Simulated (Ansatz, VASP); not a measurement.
Two plane-wave programs on N

The input INCAR:

```
  PREC = Accurate
  ENCUT = 520
  EDIFF = 1E-7
  ISMEAR = 0
  SIGMA = 0.05
  LREAL = F
  LASPH = T
  NELM = 150
  ALGO = Normal
  ISIF = 2
  LWAVE = F
  LCHARG = T
  ISPIN = 2
  MAGMOM = 3.24 3.24 3.24 3.24
  LORBIT = 11
  GGA = PS
  LELF = T
  LVHAR = T
  NBANDS = 22
```

File KPOINTS:

```
Automatic mesh
0
Gamma
  4 4 4
```

The input POSCAR:

```
N
1.0
    5.8662257531     -0.3087487238     -0.3087487238
   -0.3087487238      5.8662257531     -0.3087487238
   -0.3087487238     -0.3087487238      5.8662257531
N
4
Direct
    0.0000638858      0.0000638858      0.0000638858
    0.4999361142      0.9999361142      0.5000638858
    0.5000638858      0.4999361142      0.9999361142
    0.9999361142      0.5000638858      0.4999361142
```

Input for Ansatz:

```yaml
crystal:
  lattice:
    - [5.8662257531, -0.3087487238, -0.3087487238]
    - [-0.3087487238, 5.8662257531, -0.3087487238]
    - [-0.3087487238, -0.3087487238, 5.8662257531]
  atoms:
    - { symbol: "N", position: [6.38858e-05, 6.38858e-05, 6.38858e-05], spin: 3.24 }
    - { symbol: "N", position: [0.4999361142, 0.9999361142, 0.5000638858], spin: 3.24 }
    - { symbol: "N", position: [0.5000638858, 0.4999361142, 0.9999361142], spin: 3.24 }
    - { symbol: "N", position: [0.9999361142, 0.5000638858, 0.4999361142], spin: 3.24 }
basis:
  ecutwfc: 420
kpoints:
  mp_grid: { grid: [4, 4, 4] }
hamiltonian:
  xc: pbesol
scf:
  occupations: { method: gaussian, width: 0.05 }
output:
  forces: true
  stress: true
  eigenvalues: true
  populations: true
magnetization:
  spin_polarized: true
```

Alike in both runs: task single point; functional PBEsol; k mesh 4 × 4 × 4; occupations gaussian, width 0.05 eV; collinear spin.

```csv
,VASP,Ansatz
version,VASP 6.6.1,Ansatz 0.2.0
potentials or method,"VASP PAW PBE potentials, release 64 (N), cutoff 520 eV","scalar-relativistic, plane waves, PAW"
valence electrons in the cell,20,20
```

VASP gave:

| Property | Result |
| --- | --- |
| gap on the k mesh at the Fermi level (eV) | 3.24 |
| least direct gap on the mesh (eV) | 3.30 |
| pressure (GPa) | 0.0 |
| net moment per atom (μB) | 3.00 |
| size of the moment on the site where the two differ most (μB) | 1.94 |

Question: Which values does Ansatz return?

Answer: gap on the k mesh at the Fermi level (eV): 3.24; least direct gap on the mesh (eV): 3.30; pressure (GPa): 0.1; net moment per atom (μB): 3.00; size of the moment on the site where the two differ most (μB): 2.93.

VASP's potentials were made for PBE, not for PBEsol. Site moments also hang on the region over which each program counts them.
